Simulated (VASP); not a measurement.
Write the native input for VASP 6.6.1 that does the following.

```
Task                   : single point
Functional             : PBE
Potentials or basis    : VASP PAW PBE potentials, release 64 (K_sv, Cl)
Cutoff                 : 520 eV
k mesh                 : 6 × 6 × 6
Occupations            : gaussian, width 0.05 eV
Spin                   : no spin polarisation
Dipole correction      : no
Further INCAR settings : ALGO = Normal; EDIFF = 1e-06; NBANDS = 15
```

The structure of KCl lies in POSCAR:

```
KCl
1.0
    0.0000000000      2.9036120000      3.4085880000
    2.9036120000      0.0000000000      3.4085880000
    2.9036120000      2.9036120000      0.0000000000
K Cl
1 1
Direct
    0.0000000000      0.0000000000      0.0000000000
    0.5000000000      0.5000000000      0.5000000000
```

This cell differs from its parent crystal: strain -0.080 along x and y, +0.080 along z.

The input as run:

INCAR

```
  ALGO = Normal
  EDIFF = 1E-6
  ENCUT = 520
  GGA = PE
  ISIF = 2
  ISMEAR = 0
  LASPH = True
  LCHARG = False
  LREAL = False
  LWAVE = False
  NBANDS = 15
  NELM = 80
  PREC = Accurate
  SIGMA = 0.05
```

KPOINTS

```
k-points
0
Gamma
  6 6 6
```

Potentials or basis: VASP PAW PBE potentials, release 64 (K_sv, Cl).

Launch:

```sh
$ cat potpaw_PBE.64/K_sv/POTCAR potpaw_PBE.64/Cl/POTCAR > POTCAR
$ mpirun -np 1 vasp_std > vasp.out
```

It gave:

```yaml
Pressure: 4.4 GPa
Band_gap_on_the_k_mesh: 5.27 eV, direct
```

Caveat: the cell differs from its parent crystal (strain -0.080 along x and y, +0.080 along z).

Wall time 44 s on 1 thread of AMD EPYC 7R13, on a shared host, peak memory 0.17 GiB.
